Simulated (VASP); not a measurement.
B26SbP27 (a cell with a defect), 54 atoms in the cell. The cell holds a defect, 54 atoms: a = 9.627 Å, b = 9.627 Å, c = 9.627 Å, α = 60.00°, β = 60.00°, γ = 60.00°. 

| Property | Result |
| --- | --- |
| Program | VASP 6.6.1 |
| Task | single point |
| Functional | PBE |
| Potentials or basis | VASP PAW PBE potentials, release 64 (Sb, B, P) |
| Cutoff | 420 eV |
| k mesh | 3 × 3 × 3 |
| Occupations | fermi-dirac, width 0.01 eV |
| Spin | no spin polarisation |
| Dipole correction | no |
| Further INCAR settings | LREAL = Auto; ALGO = Normal; EDIFF = 1e-06; NBANDS = 142 |

Potentials or basis: VASP PAW PBE potentials, release 64 (Sb, B, P).

The run is started by

```console
$ cat potpaw_PBE.64/Sb/POTCAR potpaw_PBE.64/B/POTCAR potpaw_PBE.64/P/POTCAR > POTCAR
$ mpirun -np 1 vasp_std > vasp.out
```

Hardware: 1 thread of Intel(R) Xeon(R) Platinum 8488C (Sapphire Rapids) (shared host).

Problem. Estimate the wall time of this run.

Solution. It took 10 min on 1 thread of Intel(R) Xeon(R) Platinum 8488C (Sapphire Rapids), on a shared host, peak memory 0.63 GiB. Counts: scf iterations 15, k points 4.
